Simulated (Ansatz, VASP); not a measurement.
C: VASP beside Ansatz

```
CELL_PARAMETERS angstrom
1.09970 -2.06323 0.00000
1.09970 2.06323 0.00000
0.00000 0.00000 7.14960
ATOMIC_POSITIONS crystal
C 0.08332 0.91668 0.74984
C 0.58332 0.41668 0.25016
C 0.91668 0.08332 0.25016
C 0.41668 0.58332 0.74984
```

Change from the starting cell: volume 8.111 Å^3 an atom, stretch along a over the lengths across it, relative to the relaxed cell 0.9230.

Alike in both runs: task single point; functional PBEsol; k mesh 21 × 21 × 6; occupations gaussian, width 0.15 eV; no spin polarisation.

|  | VASP | Ansatz |
| --- | --- | --- |
| version | VASP 6.6.1 | Ansatz 0.2.0 |
| potentials or method | VASP PAW PBE potentials, release 64 (C), cutoff 520 eV | scalar-relativistic, plane waves, PAW |
| valence electrons in the cell | 16 | 16 |

```csv
,VASP,Ansatz,Ansatz less VASP
gap on the k mesh at the Fermi level (eV),0.53,0.53,-0.001
least direct gap on the mesh (eV),0.68,0.68,-0.002
rms of the force components (eV/Å),1.465,1.451,-0.0140
```

VASP's potentials were made for PBE, not for PBEsol, and Ansatz warns of the same on its side. Atom by atom the forces differ by 0.014 eV/Å (rms over components). With one functional, cell and mesh, what is left measures potentials, basis and numerics.
